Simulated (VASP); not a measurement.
Input of a VASP 6.6.1 run:

The input INCAR:

```
PREC = Accurate
ENCUT = 520
EDIFF = 1E-6
ISMEAR = 0
SIGMA = 0.1
LREAL = F
LASPH = T
NELM = 80
ALGO = Normal
ISIF = 2
LWAVE = F
LCHARG = F
GGA = PE
NBANDS = 18
```

Contents of KPOINTS:

```
regular mesh
0
Gamma
  4 4 4
```

POSCAR

```
LiCl
1.0
    4.7583349766     -3.4347669540      0.0000000000
    4.7583349766      3.4347669540      0.0000000000
    0.0000000000      0.0000000000      3.4434032891
Li Cl
2 2
Direct
    0.5000000000      0.5000000000      0.0000000000
    0.0000000000      0.0000000000      0.0000000000
    0.7500000000      0.2500000000      0.4970105190
    0.2500000000      0.7500000000      0.5029894810
```

Potentials or basis: VASP PAW PBE potentials, release 64 (Li_sv, Cl).

Command:

```console
$ cat potpaw_PBE.64/Li_sv/POTCAR potpaw_PBE.64/Cl/POTCAR > POTCAR
$ mpirun -np 1 vasp_std > vasp.out
```

(1) Estimate the largest force.

(2) What does it give for the band gap on the k mesh?

Results:

(1) 0.012 eV/Å.

(2) 4.86 eV.

Caveat: the k points lie up to 0.46 Å⁻¹ apart; the cell differs from its parent crystal (atoms taken out).
